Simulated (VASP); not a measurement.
A run of VASP 6.6.1:

Contents of INCAR:

```
SYSTEM = Sb
  PREC = Accurate
  ENCUT = 520
  EDIFF = 1E-7
  ISMEAR = 0
  SIGMA = 0.1
  LREAL = .FALSE.
  LASPH = .TRUE.
  NELM = 100
  ALGO = Normal
  ISIF = 2
  LWAVE = .FALSE.
  LCHARG = .FALSE.
  GGA = PS
  NBANDS = 12
```

File KPOINTS:

```
Automatic mesh
0
G
  8 8 8
  0 0 0
```

Contents of POSCAR:

```
Sb
1.0
    2.1542000000      1.2437279499      3.7580000000
   -2.1542000000      1.2437279499      3.7580000000
    0.0000000000     -2.4874558998      3.7580000000
Sb
2
Direct
    0.7665100000      0.7665100000      0.7665100000
    0.2334900000      0.2334900000      0.2334900000
```

Potentials or basis: VASP PAW PBE potentials, release 64 (Sb).

Launch:

```sh
$ cat potpaw_PBE.64/Sb/POTCAR > POTCAR
$ mpirun -np 1 vasp_std > vasp.out
```

Hardware: 1 thread of AMD EPYC 7R13 (shared host).

Problem. Estimate the wall time of this run.

Solution. Wall time 120 s on 1 thread of AMD EPYC 7R13, on a shared host, peak memory 0.19 GiB. Counts: scf iterations 12, k points 65.
